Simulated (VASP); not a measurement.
# Cd (Fm-3m) in VASP: notebook

Cd is run at these levels: revPBE; tasks: single point.

Everything below comes from runs of VASP 6.6.1. Logs are shortened: lines on timing, memory, paths and dates and some standing lists are left out, and cuts for length are marked.

### 1 The cell of the first run

Symmetry: Fm-3m, No. 225, cubic system. Conventional cell: a = 4.577 Å, b = 4.577 Å, c = 4.577 Å, α = 90.00°, β = 90.00°, γ = 90.00°. Cd (site symmetry m-3m) has 12 Cd at 3.24 Å within 4.3 Å.

### 2 Single point, revPBE

INCAR

```
SYSTEM = Cd
  ALGO = Normal
  EDIFF = 1E-6
  ENCUT = 520
  GGA = RE
  ISIF = 2
  ISMEAR = -1
  LASPH = .True.
  LCHARG = .True.
  LELF = .True.
  LREAL = .False.
  LVHAR = .True.
  LWAVE = .False.
  NBANDS = 12
  NELM = 60
  PREC = Accurate
  SIGMA = 0.1
```

KPOINTS

```
k-points
0
Gamma
  12 12 12
  0 0 0
```

POSCAR

```
Cd
1.0
    0.0000000000      2.2885734411      2.2885734411
    2.2885734411      0.0000000000      2.2885734411
    2.2885734411      2.2885734411      0.0000000000
Cd
1
Direct
    0.0000000000      0.0000000000      0.0000000000
```

Potentials or basis: VASP PAW PBE potentials, release 64 (Cd).

Started as:

```bash
cat potpaw_PBE.64/Cd/POTCAR > POTCAR
mpirun -np 1 vasp_std > vasp.out
```

OUTCAR:

```text
SYSTEM = Cd
   EDIFF = 1E-6
   ENCUT = 520
   GGA = RE
   ISIF = 2
   ISMEAR = -1
   LASPH = .True.
   LREAL = .False.
   NELM = 60
   PREC = Accurate

 ion  position               nearest neighbor table
   1  0.000  0.000  0.000-

  LATTYP: Found a face centered cubic cell.
 ALAT       =     4.5771468822

  Lattice vectors:

 A1 = (   0.0000000000,   2.2885734411,   2.2885734411)
 A2 = (   2.2885734411,   0.0000000000,   2.2885734411)
 A3 = (   2.2885734411,   2.2885734411,   0.0000000000)

Analysis of symmetry for initial positions (statically):
=====================================================================
 Subroutine PRICEL returns:
 Original cell was already a primitive cell.

 Routine SETGRP: Setting up the symmetry group for a
 face centered cubic supercell.

 Subroutine GETGRP returns: Found 48 space group operations
 (whereof 48 operations were pure point group operations)
 out of a pool of 48 trial point group operations.

The static configuration has the point symmetry O_h .

Analysis of symmetry for dynamics (positions and initial velocities):
=====================================================================
 Subroutine PRICEL returns:
 Original cell was already a primitive cell.

 Routine SETGRP: Setting up the symmetry group for a
 face centered cubic supercell.

 Subroutine GETGRP returns: Found 48 space group operations
 (whereof 48 operations were pure point group operations)
 out of a pool of 48 trial point group operations.

The dynamic configuration has the point symmetry O_h .

 Subroutine INISYM returns: Found 48 space group operations
 (whereof 48 operations are pure point group operations),
 and found     1 'primitive' translations

----------------------------------------------------------------------------------------

                                     Primitive cell

  volume of cell :      23.9731

  direct lattice vectors                    reciprocal lattice vectors
     0.000000000  2.288573441  2.288573441    -0.218476712  0.218476712  0.218476712
     2.288573441  0.000000000  2.288573441     0.218476712 -0.218476712  0.218476712
     2.288573441  2.288573441  0.000000000     0.218476712  0.218476712 -0.218476712

  length of vectors
     3.236531599  3.236531599  3.236531599     0.378412765  0.378412765  0.378412765

  position of ions in fractional coordinates (direct lattice)
     0.000000000  0.000000000  0.000000000

  ion indices of the primitive-cell ions
   primitive index   ion index
                 1           1

----------------------------------------------------------------------------------------

 KPOINTS: k-points

Automatic generation of k-mesh.
 Grid dimensions read from file:
 generate k-points for:   12   12   12

 Generating k-lattice:

  Cartesian coordinates                     Fractional coordinates (reciprocal lattice)
    -0.018206393  0.018206393  0.018206393     0.083333333  0.000000000  0.000000000
     0.018206393 -0.018206393  0.018206393     0.000000000  0.083333333  0.000000000
     0.018206393  0.018206393 -0.018206393     0.000000000  0.000000000  0.083333333

  Length of vectors
     0.031534397  0.031534397  0.031534397

  Shift w.r.t. Gamma in fractional coordinates (k-lattice)
     0.000000000  0.000000000  0.000000000

 Subroutine IBZKPT returns following result:
 ===========================================

 Found     72 irreducible k-points:

 Following reciprocal coordinates:
            Coordinates               Weight
  0.000000  0.000000  0.000000      1.000000
  0.083333  0.000000  0.000000      8.000000
  0.166667  0.000000  0.000000      8.000000
  0.250000  0.000000  0.000000      8.000000
  0.333333  0.000000  0.000000      8.000000
  0.416667  0.000000  0.000000      8.000000
[... 16 lines left out ...]
  0.500000  0.166667  0.000000     24.000000
 -0.416667  0.166667  0.000000     24.000000
 [... further k-points ...]
   k-points           NKPTS =     72   k-points in BZ     NKDIM =     72   number of bands    NBANDS=     12
   number of dos      NEDOS =    301   number of ions     NIONS =      1
   total plane-waves  NPLWV =  13824
   dimension x,y,z NGX =    24 NGY =   24 NGZ =   24
   dimension x,y,z NGXF=    48 NGYF=   48 NGZF=   48
   ions per type =               1
   NGX,Y,Z   is equivalent  to a cutoff of  12.33, 12.33, 12.33 a.u.
   NGXF,Y,Z  is equivalent  to a cutoff of  24.66, 24.66, 24.66 a.u.
 SYSTEM =  Cd
   PREC   = accura    normal or accurate (medium, high low for compatibility)
   ISTART =      0    job   : 0-new  1-cont  2-samecut
   ICHARG =      2    charge: 1-file 2-atom 10-const
   ISPIN  =      1    spin polarized calculation?
   LNONCOLLINEAR =      F non collinear calculations
   LSORBIT =      F    spin-orbit coupling
   LASPH  =      T    aspherical Exc in radial PAW
   ENCUT  =  520.0 eV  38.22 Ry    6.18 a.u.   6.02  6.02  6.02*2*pi/ulx,y,z
   NELM   =     60;   NELMIN=  2; NELMDL= -5     # of ELM steps
   EDIFF  = 0.1E-05   stopping-criterion for ELM
   LREAL  =      F    real-space projection
   EDIFFG = 0.1E-04   stopping-criterion for IOM
   NSW    =      0    number of steps for IOM
   IBRION =     -1    ionic relax: 0-MD 1-quasi-New 2-CG
   NFREE  =      0    steps in history (QN), initial steepest desc. (CG)
   ISIF   =      2    stress and relaxation
   ISYM   =      2    0-nonsym 1-usesym 2-fastsym
   POTIM  = 0.5000    time-step for ionic-motion
   TEBEG  =    0.0;   TEEND  =   0.0 temperature during run
   PSTRESS=    0.0 pullay stress
   NELECT =      12.0000    total number of electrons
   NUPDOWN=      -1.0000    fix difference up-down
   EMIN   =  10.00;   EMAX   =-10.00  energy-range for DOS
   EFERMI =   0.00;   METHOD = LEGACY
   ISMEAR =    -1;   SIGMA  =   0.10  broadening in eV -4-tet -1-fermi 0-gaus
   EFERMI_NEDOS =   21; number of points for ismear=-14 and -15
   IALGO  =     38    algorithm
   IMIX   =      4    mixing-type and parameters
     AMIX     =   0.40;   BMIX     =  1.00
     AMIX_MAG =   1.60;   BMIX_MAG =  1.00
  volume/ion in A,a.u.               =      23.97       161.78
  Fermi-wavevector in a.u.,A,eV,Ry     =   1.299851  2.456363 22.988592  1.689614
  Thomas-Fermi vector in A             =   2.431088
   LORBIT       =      0    0 simple, 1 ext, 2 COOP (PROOUT), +10 PAW based schemes
   GGA     = RE    functional components
   LHFCALC =     F    Hartree Fock is set to
   AEXX    =    0.0000 exact exchange contribution
   IVDW    =     0    specifies the selected vdW correction
   LEPSILON=     F    determine dielectric tensor
   LRPA    =     F    only Hartree local field effects (RPA)
 non-spin polarized calculation
  energy-cutoff  :      520.00
  volume of cell :       23.97
 maximum number of plane-waves:       656
   NGX = 13   NGY = 13   NGZ = 13

 number of electron      12.0000004 magnetization

 Free energy of the ion-electron system (eV)
  ---------------------------------------------------
  ext. energy  EPLUGINS =         0.00000000
  ---------------------------------------------------
  free energy    TOTEN  =        -0.41958312 eV

  energy without entropy =       -0.40467349  energy(sigma->0) =       -0.41212830

 E-fermi :   2.2513     XC(G=0): -10.4042

 val. band max:        2.2321962595   @ k =  -0.4167   0.0833   0.0000
 cond. band min:       2.3482067127   @ k =  -0.4167   0.2500   0.0833
 fundamental gap:      0.1160104532
 Fermi energy:         2.2512581772

 k-point     1 :       0.0000    0.0000    0.0000
  band No.  band energies     occupation
      1      -6.6355      2.00000
      2      -6.6355      2.00000
      3      -6.6355      2.00000
      4      -6.2696      2.00000
      5      -6.2696      2.00000
      6      -5.8034      2.00000
      7      15.8211      0.00000
      8      16.3589      0.00000
      9      16.3589      0.00000
     10      16.3589      0.00000
     11      19.5664      0.00000
     12      19.5664      0.00000

 k-point     2 :       0.0833    0.0000    0.0000
  band No.  band energies     occupation
      1      -6.6498      2.00000
      2      -6.6121      2.00000
      3      -6.6121      2.00000
      4      -6.2743      2.00000
      5      -6.2743      2.00000
      6      -5.6346      2.00000
      7      14.1743      0.00000
      8      15.9379      0.00000
      9      16.0757      0.00000
     10      16.0757      0.00000
     11      20.0619      0.00000
     12      20.0625      0.00000

 k-point     3 :       0.1667    0.0000    0.0000
  band No.  band energies     occupation
      1      -6.7081      2.00000
      2      -6.5658      2.00000
      3      -6.5658      2.00000
      4      -6.2685      2.00000
      5      -6.2685      2.00000
      6      -5.1055      2.00000
      7      11.1320      0.00000
      8      15.5129      0.00000
      9      15.5129      0.00000
     10      15.8826      0.00000
     11      19.8322      0.00000
     12      20.7573      0.00000

 k-point     4 :       0.2500    0.0000    0.0000
  band No.  band energies     occupation
      1      -6.8034      2.00000
      2      -6.5543      2.00000
      3      -6.5543      2.00000
      4      -6.2049      2.00000
      5      -6.2049      2.00000
      6      -4.2048      2.00000
      7       8.1550      0.00000
      8      14.9513      0.00000
      9      14.9513      0.00000
     10      15.6763      0.00000
     11      19.4485      0.00000
     12      19.5545      0.00000

 k-point     5 :       0.3333    0.0000    0.0000
  band No.  band energies     occupation
      1      -6.9032      2.00000
      2      -6.5842      2.00000
      3      -6.5842      2.00000
      4      -6.0954      2.00000
      5      -6.0954      2.00000
      6      -2.9450      2.00000
      7       5.3808      0.00000
      8      14.4860      0.00000
      9      14.4860      0.00000
     10      15.3481      0.00000
     11      18.5849      0.00000
     12      18.5849      0.00000
[... 228 lines left out ...]
      1      -6.8548      2.00000
      2      -6.5854      2.00000
      3      -6.4056      2.00000
      4      -6.3676      2.00000
      5      -6.0574      2.00000
      6      -3.1841      2.00000
      7       7.6963      0.00000
      8      11.8267      0.00000
      9      12.6856      0.00000
     10      13.8800      0.00000
     11      17.6583      0.00000
     12      21.9549      0.00000

 k-point    22 :       0.4167    0.1667    0.0000
  band No.  band energies     occupation
      1      -6.8873      2.00000
      2      -6.6261      2.00000
      3      -6.4374      2.00000
      4      -6.3027      2.00000
      5      -5.9764      2.00000
      6      -1.8060      2.00000
      7       5.0391      0.00000
      8      11.4034      0.00000
      9      11.6960      0.00000
     10      13.7606      0.00000
     11      19.8952      0.00000
     12      21.4095      0.00000

 k-point    23 :       0.5000    0.1667    0.0000
  band No.  band energies     occupation
      1      -6.8956      2.00000
      2      -6.6573      2.00000
      3      -6.4705      2.00000
      4      -6.2260      2.00000
      5      -5.9550      2.00000
      6      -0.0978      2.00000
      7       2.6450      0.03824
      8      10.3928      0.00000
      9      11.9484      0.00000
     10      13.8541      0.00000
     11      20.6237      0.00000
     12      20.7089      0.00000

 k-point    24 :      -0.4167    0.1667    0.0000
  band No.  band energies     occupation
      1      -6.8689      2.00000
      2      -6.6670      2.00000
      3      -6.4867      2.00000
      4      -6.1760      2.00000
      5      -6.0096      2.00000
      6       0.5374      2.00000
      7       1.9267      1.92501
      8       9.7033      0.00000
      9      12.5924      0.00000
     10      14.1772      0.00000
     11      20.0700      0.00000
     12      20.2463      0.00000

 [... further k-points ...]

------------------------ aborting loop because EDIFF is reached ----------------------------------------

  FORCE on cell =-STRESS in cart. coord.  units (eV):
  Direction    XX          YY          ZZ          XY          YZ          ZX
  --------------------------------------------------------------------------------------
  -------------------------------------------------------------------------------------
  Total        0.0244335      0.0244335      0.0244335     -0.0000000     -0.0000000     -0.0000000
  in kB        1.6329440      1.6329440      1.6329440     -0.0000000     -0.0000000     -0.0000000
  external PRESSURE =       1.6329440 kB  Pullay stress =       0.0000000 kB

 VOLUME and BASIS-vectors are now :
 -----------------------------------------------------------------------------
  energy-cutoff  :      520.00
  volume of cell :       23.97
      direct lattice vectors                 reciprocal lattice vectors
     0.000000000  2.288573441  2.288573441    -0.218476712  0.218476712  0.218476712
     2.288573441  0.000000000  2.288573441     0.218476712 -0.218476712  0.218476712
     2.288573441  2.288573441  0.000000000     0.218476712  0.218476712 -0.218476712

 POSITION                                       TOTAL-FORCE (eV/Angst)
 -----------------------------------------------------------------------------------
      0.00000      0.00000      0.00000        -0.000000     -0.000000      0.000000
 -----------------------------------------------------------------------------------
    total drift:                               -0.000000      0.000000      0.000000

  FREE ENERGIE OF THE ION-ELECTRON SYSTEM (eV)
  ---------------------------------------------------
  free  energy   TOTEN  =        -0.4195831165 eV

  energy  without entropy=       -0.4046734879  energy(sigma->0) =       -0.41212830
```

Wall time 6.6 s (1 thread of Intel Xeon Platinum 8488C (Sapphire Rapids), shared host); peak memory 0.15 GiB.

Results:

| Item | Value |
| --- | --- |
| Free energy | -0.4196 eV |
| Pressure | 0.2 GPa |
| Band gap on the k mesh | zero (band 6 reaches 4.00 eV, above the bottom of band 7 at 0.87 eV) |

Levels at points of the mesh, in eV from the Fermi level:
```csv
k point,band 4,band 5,band 6,band 7,band 8,band 9
"(0.00, 0.00, 0.00)",-8.52,-8.52,-8.05,13.57,14.11,14.11
"(0.50, 0.00, 0.00)",-8.22,-8.22,-1.91,-1.38,11.81,11.81
"(0.50, 0.50, 0.00)",-8.14,-8.14,-0.51,1.12,6.55,6.55
```

Caveat: the PAW data sets were made with another functional, which shifts forces and pressure a little.

### 3 Single point, revPBE (volume scaled by 0.88)

INCAR

```
  ALGO = Normal
  EDIFF = 1E-7
  ENCUT = 520
  GGA = RE
  ISIF = 2
  ISMEAR = -1
  LASPH = T
  LCHARG = F
  LREAL = F
  LWAVE = F
  NBANDS = 12
  NELM = 100
  PREC = Accurate
  SIGMA = 0.1
```

KPOINTS

```
k-points
0
Gamma
  13 13 13
```

POSCAR

```
Cd
1.0
    0.0000000000      2.1931032460      2.1931032460
    2.1931032460      0.0000000000      2.1931032460
    2.1931032460      2.1931032460      0.0000000000
Cd
1
Direct
    0.0000000000      0.0000000000      0.0000000000
```

Potentials or basis: VASP PAW PBE potentials, release 64 (Cd).

Started as:

```bash
cat potpaw_PBE.64/Cd/POTCAR > POTCAR
mpirun -np 1 vasp_std > vasp.out
```

It took 7.5 s on 1 thread of Intel Xeon Platinum 8488C (Sapphire Rapids), shared host; peak memory 0.14 GiB.

Results (log left out):

```
Free energy            : -0.3724 eV
Pressure               : 6.5 GPa
Band gap on the k mesh : zero (band 6 reaches 4.27 eV, above the bottom of band 7 at 2.14 eV)
```

Levels at points of the mesh, in eV from the Fermi level:
| k point | band 3 | band 4 | band 5 | band 6 | band 7 | band 8 | band 9 | band 10 |
| --- | --- | --- | --- | --- | --- | --- | --- | --- |
| (0.00, 0.00, 0.00) | -9.27 | -9.05 | -8.79 | -8.79 | 13.97 | 15.31 | 15.31 | 15.31 |

Caveat: the PAW data sets were made with another functional, which shifts forces and pressure a little.
